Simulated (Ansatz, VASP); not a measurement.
Ta2H: VASP beside Ansatz

```
CELL_PARAMETERS angstrom
1.71001 -2.37263 0.00000
1.71001 2.37263 0.00000
0.00000 0.00000 4.76777
ATOMIC_POSITIONS crystal
Ta 0.00000 0.50000 0.26389
Ta 0.50000 0.00000 0.73611
H 0.00000 0.00000 0.00000
```

Alike in both runs: functional r2SCAN; k mesh 16 × 16 × 10; occupations gaussian, width 0.1 eV; no spin polarisation.

Ansatz relaxed the structure, and its values are those at the end. VASP's run is a single point on that final structure, the one shown.

|  | VASP | Ansatz |
| --- | --- | --- |
| version | VASP 6.6.1 | Ansatz 0.2.0 |
| potentials or method | VASP PAW PBE potentials, release 64 (Ta_pv, H), cutoff 520 eV | scalar-relativistic, plane waves, PAW |
| valence electrons in the cell | 23 | 27 |

```csv
,VASP,Ansatz,Ansatz less VASP
gap on the k mesh at the Fermi level (eV),none,none,-
pressure (GPa),0.5,0.0,-0.52
rms of the force components (eV/Å),0.007,0.001,-0.0066
```

VASP's potentials were made for PBE, not for r2SCAN. A gap of «none» marks a metal or a gap that the smearing closes. VASP's potentials hold 23 valence electrons a cell and Ansatz's 27, so a difference there can come from the potentials and not from the codes.

Neither program's run includes spin-orbit coupling.
